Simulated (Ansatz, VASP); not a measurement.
**One calculation of Na4H, two programs**

```
Na H
1.0
     7.26651    0.00000    0.00000
    -2.42217    6.85093    0.00000
     0.00000    0.00000   20.96654
Na H
8 2
Direct
  0.25000 0.25000 0.19078
  0.25000 0.75000 0.19078
  0.75000 0.25000 0.19078
  0.75000 0.75000 0.19078
  0.00000 0.00000 0.33227
  0.00000 0.50000 0.33227
  0.50000 0.00000 0.33227
  0.50000 0.50000 0.33227
  0.11506 0.33333 0.35373
  0.21827 0.33333 0.35373
```

Alike in both runs: task single point; functional PBE; k mesh 4 × 4 × 1; occupations gaussian, width 0.1 eV; no spin polarisation.

|  | VASP | Ansatz |
| --- | --- | --- |
| version | VASP 6.6.1 | Ansatz 0.2.0 |
| potentials or method | VASP PAW PBE potentials, release 64 (Na_pv, H), cutoff 400 eV | scalar-relativistic, plane waves, PAW |
| valence electrons in the cell | 58 | 74 |

|  | VASP | Ansatz | Ansatz less VASP |
| --- | --- | --- | --- |
| gap on the k mesh at the Fermi level (eV) | none | none | - |
| rms of the force components (eV/Å) | 0.419 | 0.415 | -0.0040 |

Atom by atom the forces differ by 0.004 eV/Å (rms over components). A gap of «none» marks a metal or a gap that the smearing closes. The functional is the same, so the differences come from potentials, cutoffs and numerics. VASP's potentials hold 58 valence electrons a cell and Ansatz's 74, so a difference there can come from the potentials and not from the codes.
